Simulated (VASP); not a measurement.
Input of a VASP 6.6.1 run:

Contents of INCAR:

```
SYSTEM = Te
ALGO = Normal
EDIFF = 1E-6
ENCUT = 500
GGA_COMPAT = .False.
ISIF = 2
ISMEAR = -1
LASPH = .True.
LCHARG = .False.
LREAL = .False.
LWAVE = .False.
NBANDS = 9
NELM = 120
PREC = Accurate
SIGMA = 0.1
```

Contents of KPOINTS:

```
k-points
0
Gamma
  7 7 7
  0 0 0
```

Contents of POSCAR:

```
Te
1.0
    3.1541900000      0.0000000000      0.0000000000
   -0.2173209829      3.1466944794      0.0000000000
   -0.2173209829     -0.2328475438      3.1380675850
Te
1
Direct
    0.5000000000      0.5000000000      0.5000000000
```

Potentials or basis: VASP PAW LDA potentials, release 64 (Te).

Command:

```console
$ cat potpaw_LDA.64/Te/POTCAR > POTCAR
$ mpirun -np 1 vasp_std > vasp.out
```

(1) Estimate the band gap on the k mesh.

(2) Estimate the pressure.

## Answers

(1) zero (band 3 reaches 9.28 eV, above the bottom of band 4 at 4.45 eV).

(2) -1.3 GPa.

Caveat: spin-orbit coupling is left out, which moves the levels of the heavy elements.
